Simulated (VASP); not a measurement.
# C (C2/m) in VASP: further runs

The runs below take C through single point, relaxation of cell and atoms, with PBE+D3(BJ).

Program: VASP 6.6.1. These are calculated values, not measurements. Logs are shortened: lines on timing, memory, paths and dates and some standing lists are left out, and cuts for length are marked.

**1. The cell of the first run**

It takes space group C2/m (No. 12, monoclinic). Conventional cell: a = 4.270 Å, b = 2.465 Å, c = 3.642 Å, α = 90.00°, β = 112.79°, γ = 90.00°. C (site symmetry m) has 3 C at 1.42 Å within 1.9 Å.

**2. Single point, PBE+D3(BJ)**

Input file INCAR:

```
SYSTEM = C
PREC = Accurate
ENCUT = 520
EDIFF = 1E-7
ISMEAR = 0
SIGMA = 0.02
LREAL = .False.
LASPH = .True.
NELM = 60
ALGO = Normal
ISIF = 2
LWAVE = .False.
LCHARG = .False.
GGA = PE
IVDW = 12
NBANDS = 11
```

Input file KPOINTS:

```
regular mesh
0
Gamma
  12 12 6
  0 0 0
```

Input file POSCAR:

```
C
1.0
    2.1348466073     -1.2325416994     -0.0083573315
    2.1348466073      1.2325416994     -0.0083573315
   -1.3977097971      0.0000000000      3.3632684674
C
2
Direct
    0.8334136385      0.8334136385      0.0002422174
    0.1665863615      0.1665863615      0.9997577826
```

Potentials or basis: VASP PAW PBE potentials, release 64 (C).

On the command line:

```sh
> cat potpaw_PBE.64/C/POTCAR > POTCAR
> mpirun -np 1 vasp_std > vasp.out
```

OUTCAR:

```text
SYSTEM = C
   PREC = Accurate
   ENCUT = 520
   EDIFF = 1E-7
   ISMEAR = 0
   LREAL = .False.
   LASPH = .True.
   NELM = 60
   ISIF = 2
   GGA = PE
   IVDW = 12
 IVDW          = 12

 ion  position               nearest neighbor table
   1  0.833  0.833  0.000-   2 1.42   2 1.42   2 1.42
   2  0.167  0.167  1.000-   1 1.42   1 1.42   1 1.42

  LATTYP: Found a base centered monoclinic cell.
 ALAT       =     4.2697259311
 B/A-ratio  =     0.5773399601
 C/A-ratio  =     0.8530144132
 COS(beta)  =    -0.3873728402

  Lattice vectors:

 A1 = (   2.1348466073,  -1.2325416994,  -0.0083573315)
 A2 = (   2.1348466073,   1.2325416994,  -0.0083573315)
 A3 = (  -1.3977097971,   0.0000000000,   3.3632684674)

Analysis of symmetry for initial positions (statically):
=====================================================================
 Subroutine PRICEL returns:
 Original cell was already a primitive cell.

 Routine SETGRP: Setting up the symmetry group for a
 base centered monoclinic supercell.

 Subroutine GETGRP returns: Found  4 space group operations
 (whereof  4 operations were pure point group operations)
 out of a pool of  4 trial point group operations.

The static configuration has the point symmetry C_2h.

Analysis of symmetry for dynamics (positions and initial velocities):
=====================================================================
 Subroutine PRICEL returns:
 Original cell was already a primitive cell.

 Routine SETGRP: Setting up the symmetry group for a
 base centered monoclinic supercell.

 Subroutine GETGRP returns: Found  4 space group operations
 (whereof  4 operations were pure point group operations)
 out of a pool of  4 trial point group operations.

The dynamic configuration has the point symmetry C_2h.

 Subroutine INISYM returns: Found  4 space group operations
 (whereof  4 operations are pure point group operations),
 and found     1 'primitive' translations

----------------------------------------------------------------------------------------

                                     Primitive cell

  volume of cell :      17.6707

  direct lattice vectors                    reciprocal lattice vectors
     2.134846607 -1.232541699 -0.008357332     0.234590516 -0.405665788  0.097491314
     2.134846607  1.232541699 -0.008357332     0.234590516  0.405665788  0.097491314
    -1.397709797  0.000000000  3.363268467     0.001165860  0.000000000  0.297814327

  length of vectors
     2.465116412  2.465116412  3.642137760     0.478646005  0.478646005  0.297816609

  position of ions in fractional coordinates (direct lattice)
     0.833413638  0.833413638  0.000242217
     0.166586362  0.166586362  0.999757783

  ion indices of the primitive-cell ions
   primitive index   ion index
                 1           1
                 2           2

----------------------------------------------------------------------------------------

 KPOINTS: regular mesh

Automatic generation of k-mesh.
 Grid dimensions read from file:
 generate k-points for:   12   12    6

 Generating k-lattice:

  Cartesian coordinates                     Fractional coordinates (reciprocal lattice)
     0.019549210 -0.033805482  0.008124276     0.083333333  0.000000000  0.000000000
     0.019549210  0.033805482  0.008124276     0.000000000  0.083333333  0.000000000
     0.000194310  0.000000000  0.049635721    -0.000000000 -0.000000000  0.166666667

  Length of vectors
     0.039887167  0.039887167  0.049636101

  Shift w.r.t. Gamma in fractional coordinates (k-lattice)
     0.000000000  0.000000000  0.000000000

 Subroutine IBZKPT returns following result:
 ===========================================

 Found    242 irreducible k-points:

 Following reciprocal coordinates:
            Coordinates               Weight
  0.000000  0.000000  0.000000      1.000000
  0.083333  0.000000  0.000000      4.000000
  0.166667  0.000000 -0.000000      4.000000
  0.250000 -0.000000  0.000000      4.000000
  0.333333  0.000000  0.000000      4.000000
  0.416667  0.000000  0.000000      4.000000
[... 16 lines left out ...]
  0.500000  0.166667 -0.000000      4.000000
 -0.416667  0.166667 -0.000000      4.000000
 [... further k-points ...]
   k-points           NKPTS =    242   k-points in BZ     NKDIM =    242   number of bands    NBANDS=     11
   number of dos      NEDOS =    301   number of ions     NIONS =      2
   total plane-waves  NPLWV =   9072
   dimension x,y,z NGX =    18 NGY =   18 NGZ =   28
   dimension x,y,z NGXF=    36 NGYF=   36 NGZF=   56
   ions per type =               2
   NGX,Y,Z   is equivalent  to a cutoff of  12.14, 12.14, 12.78 a.u.
   NGXF,Y,Z  is equivalent  to a cutoff of  24.28, 24.28, 25.56 a.u.
 SYSTEM =  C
   PREC   = accura    normal or accurate (medium, high low for compatibility)
   ISTART =      0    job   : 0-new  1-cont  2-samecut
   ICHARG =      2    charge: 1-file 2-atom 10-const
   ISPIN  =      1    spin polarized calculation?
   LNONCOLLINEAR =      F non collinear calculations
   LSORBIT =      F    spin-orbit coupling
   LASPH  =      T    aspherical Exc in radial PAW
   ENCUT  =  520.0 eV  38.22 Ry    6.18 a.u.   4.58  4.58  6.77*2*pi/ulx,y,z
   NELM   =     60;   NELMIN=  2; NELMDL= -5     # of ELM steps
   EDIFF  = 0.1E-06   stopping-criterion for ELM
   LREAL  =      F    real-space projection
   EDIFFG = 0.1E-05   stopping-criterion for IOM
   NSW    =      0    number of steps for IOM
   IBRION =     -1    ionic relax: 0-MD 1-quasi-New 2-CG
   NFREE  =      0    steps in history (QN), initial steepest desc. (CG)
   ISIF   =      2    stress and relaxation
   ISYM   =      2    0-nonsym 1-usesym 2-fastsym
   POTIM  = 0.5000    time-step for ionic-motion
   TEBEG  =    0.0;   TEEND  =   0.0 temperature during run
   PSTRESS=    0.0 pullay stress
   NELECT =       8.0000    total number of electrons
   NUPDOWN=      -1.0000    fix difference up-down
   EMIN   =  10.00;   EMAX   =-10.00  energy-range for DOS
   EFERMI =   0.00;   METHOD = LEGACY
   ISMEAR =     0;   SIGMA  =   0.02  broadening in eV -4-tet -1-fermi 0-gaus
   EFERMI_NEDOS =   21; number of points for ismear=-14 and -15
   IALGO  =     38    algorithm
   IMIX   =      4    mixing-type and parameters
     AMIX     =   0.40;   BMIX     =  1.00
     AMIX_MAG =   1.60;   BMIX_MAG =  1.00
  volume/ion in A,a.u.               =       8.84        59.62
  Fermi-wavevector in a.u.,A,eV,Ry     =   1.257054  2.375488 21.499718  1.580185
  Thomas-Fermi vector in A             =   2.390732
   LORBIT       =      0    0 simple, 1 ext, 2 COOP (PROOUT), +10 PAW based schemes
   GGA     = PE    functional components
   LHFCALC =     F    Hartree Fock is set to
   AEXX    =    0.0000 exact exchange contribution
   IVDW    =    12    specifies the selected vdW correction
   LEPSILON=     F    determine dielectric tensor
   LRPA    =     F    only Hartree local field effects (RPA)
 non-spin polarized calculation
 Gauss-broadening in eV      SIGMA  =   0.02
  energy-cutoff  :      520.00
  volume of cell :       17.67
 maximum number of plane-waves:       488
   NGX =  9   NGY =  9   NGZ = 13

 number of electron       7.9999999 magnetization

 Free energy of the ion-electron system (eV)
  ---------------------------------------------------
  ext. energy  EPLUGINS =         0.00000000
  ---------------------------------------------------
  free energy    TOTEN  =       -18.42199692 eV

  energy without entropy =      -18.42199692  energy(sigma->0) =      -18.42199692

 E-fermi :   4.5496     XC(G=0): -10.3177

 val. band max:        4.3572604976   @ k =  -0.3333   0.3333   0.0000
 cond. band min:       4.9973452895   @ k =  -0.3333   0.3333   0.3333
 fundamental gap:      0.6400847918
 Fermi energy:         4.5495862663

 k-point     1 :       0.0000    0.0000    0.0000
  band No.  band energies     occupation
      1     -14.9813      2.00000
      2      -1.8810      2.00000
      3       1.6689      2.00000
      4       1.6694      2.00000
      5       8.9496      0.00000
      6      13.0399      0.00000
      7      13.0412      0.00000
      8      16.0254      0.00000
      9      17.3145      0.00000
     10      27.4041      0.00000
     11      30.3559      0.00000

 k-point     2 :       0.0833    0.0000    0.0000
  band No.  band energies     occupation
      1     -14.8135      2.00000
      2      -1.7110      2.00000
      3       1.0180      2.00000
      4       1.3327      2.00000
      5       9.1870      0.00000
      6      13.1225      0.00000
      7      13.7347      0.00000
      8      15.4494      0.00000
      9      17.6174      0.00000
     10      27.9187      0.00000
     11      29.0513      0.00000

 k-point     3 :       0.1667    0.0000   -0.0000
  band No.  band energies     occupation
      1     -14.3122      2.00000
      2      -1.2047      2.00000
      3      -0.6229      2.00000
      4       0.5444      2.00000
      5       9.8953      0.00000
      6      13.1059      0.00000
      7      13.9410      0.00000
      8      15.5744      0.00000
      9      18.5702      0.00000
     10      26.3727      0.00000
     11      28.5713      0.00000
[... 267 lines left out ...]
 k-point    23 :       0.5000    0.1667   -0.0000
  band No.  band energies     occupation
      1     -10.4209      2.00000
      2      -6.7651      2.00000
      3      -3.3116      2.00000
      4       2.1845      2.00000
      5       7.4213      0.00000
      6      14.8808      0.00000
      7      15.5722      0.00000
      8      18.0806      0.00000
      9      19.6870      0.00000
     10      23.1345      0.00000
     11      27.6759      0.00000

 k-point    24 :      -0.4167    0.1667   -0.0000
  band No.  band energies     occupation
      1      -9.2121      2.00000
      2      -8.1786      2.00000
      3      -3.4976      2.00000
      4       3.2070      2.00000
      5       6.2993      0.00000
      6      14.8421      0.00000
      7      16.0674      0.00000
      8      17.1985      0.00000
      9      20.2296      0.00000
     10      23.6851      0.00000
     11      27.7736      0.00000

 [... further k-points ...]

------------------------ aborting loop because EDIFF is reached ----------------------------------------

 Edisp (eV)   -0.31237

 E8    (eV) :    -0.0885

  FORCE on cell =-STRESS in cart. coord.  units (eV):
  Direction    XX          YY          ZZ          XY          YZ          ZX
  --------------------------------------------------------------------------------------
  -------------------------------------------------------------------------------------
  Total       0.07718     0.07719    -0.01581     0.00000     0.00000    -0.00240
  in kB       6.99742     6.99838    -1.43324     0.00000     0.00000    -0.21761
  external pressure =        4.19 kB  Pullay stress =        0.00 kB

 VOLUME and BASIS-vectors are now :
 -----------------------------------------------------------------------------
  energy-cutoff  :      520.00
  volume of cell :       17.67
      direct lattice vectors                 reciprocal lattice vectors
     2.134846607 -1.232541699 -0.008357332     0.234590516 -0.405665788  0.097491314
     2.134846607  1.232541699 -0.008357332     0.234590516  0.405665788  0.097491314
    -1.397709797  0.000000000  3.363268467     0.001165860  0.000000000  0.297814327

 POSITION                                       TOTAL-FORCE (eV/Angst)
 -----------------------------------------------------------------------------------
      3.55808      0.00000     -0.01312         0.000023      0.000000     -0.000156
     -0.68610      0.00000      3.35967        -0.000023      0.000000      0.000156
 -----------------------------------------------------------------------------------
    total drift:                               -0.000000     -0.000000      0.000000

  FREE ENERGIE OF THE ION-ELECTRON SYSTEM (eV)
  ---------------------------------------------------
  free  energy   TOTEN  =       -18.7343634863 eV

  energy  without entropy=      -18.7343634863  energy(sigma->0) =      -18.73436349
```

Wall time 33 s (1 thread of Intel Xeon Platinum 8259CL at 2.50GHz (Skylake/Cascade Lake), shared host); peak memory 0.15 GiB.

What came out:

```
Free energy                : -18.7344 eV
Pressure                   : 0.4 GPa
Dispersion energy per atom : -0.156 eV
```

**3. Relaxation of cell and atoms, PBE+D3(BJ)**

This run uses another cell than the first one, of 9.15 Å³/atom.

Input file INCAR:

```
SYSTEM = C
  ALGO = Normal
  EDIFF = 1E-6
  EDIFFG = -0.02
  ENCUT = 600
  GGA = PE
  IBRION = 2
  ISIF = 3
  ISMEAR = 0
  IVDW = 12
  LASPH = .True.
  LCHARG = .False.
  LREAL = .False.
  LWAVE = .False.
  NELM = 100
  NSW = 90
  PREC = Accurate
  SIGMA = 0.02
```

Input file KPOINTS:

```
k-points
0
Gamma
  12 12 6
  0 0 0
```

Input file POSCAR:

```
C
1.0
    2.1273203072     -1.2282824400      0.0000000000
    2.1273203072      1.2282824400      0.0000000000
   -1.3790696309      0.0000000000      3.5028300786
C
2
Direct
    0.8333555300      0.8333555300      0.0000930400
    0.1666444700      0.1666444700      0.9999069600
```

Potentials or basis: VASP PAW PBE potentials, release 64 (C).

On the command line:

```sh
> cat potpaw_PBE.64/C/POTCAR > POTCAR
> mpirun -np 1 vasp_std > vasp.out
```

It took 3.2 min on 1 thread of Intel Xeon Platinum 8259CL at 2.50GHz (Skylake/Cascade Lake), shared host; peak memory 0.17 GiB.

Results (log left out):

```
Free energy                           : -18.7405 eV
Relaxed volume                        : 8.79 Å³/atom
Relaxed cell                          : a = 2.465 Å, b = 2.465 Å, c = 3.619 Å, α = 109.50°, β = 109.50°, γ = 59.98°
Space group after relaxing (to 0.1 Å) : R-3m (No. 166)
Energy gained by relaxing             : 3.5 meV/atom
Ionic steps                           : 15
Pressure after relaxing               : 0.0 GPa
Largest force after relaxing          : 0.019 eV/Å
Dispersion energy per atom            : -0.157 eV
```

Forces in eV/Å, atoms in the order of the input:
```
C   -0.016  0.000 -0.010
C    0.016  0.000  0.010
```

Stress tensor (GPa, compression positive):
```
-0.01  0.00 -0.05
 0.00  0.17  0.00
-0.05  0.00 -0.23
```

Step by step:
| step | energy change (eV) | largest force (eV/Å) | pressure (GPa) | volume (Å³) |
| --- | --- | --- | --- | --- |
| 1 | 0.0000 | 0.0089 | 2.68 | 18.31 |
| 2 | 0.0095 | 0.0108 | -7.87 | 18.71 |
| 3 | -0.0022 | 0.0050 | -0.69 | 18.43 |
| 4 | -0.0029 | 0.0050 | -0.58 | 18.36 |
| 5 | -0.0045 | 0.0308 | -0.64 | 18.15 |
| 6 | -0.0066 | 0.0823 | -0.54 | 17.73 |
| 7 | -0.0064 | 0.2212 | 0.62 | 17.60 |
| 8 | -0.0068 | 0.0662 | -0.08 | 17.67 |
| 9 | -0.0069 | 0.0529 | 0.43 | 17.59 |
| 10 | -0.0070 | 0.0203 | 0.24 | 17.63 |
| 11 | -0.0070 | 0.0652 | -0.42 | 17.63 |
| 12 | -0.0070 | 0.0357 | -0.18 | 17.63 |
| 13 | -0.0070 | 0.0269 | -0.39 | 17.61 |
| 14 | -0.0070 | 0.0153 | -0.38 | 17.61 |
| 15 | -0.0071 | 0.0189 | -0.03 | 17.58 |

Final structure:
```
CELL_PARAMETERS angstrom
2.13526 -1.23240 -0.00341
2.13526 1.23240 -0.00341
-1.38976 0.00000 3.34165
ATOMIC_POSITIONS crystal
C 0.83349 0.83349 0.00035
C 0.16651 0.16651 0.99965
```
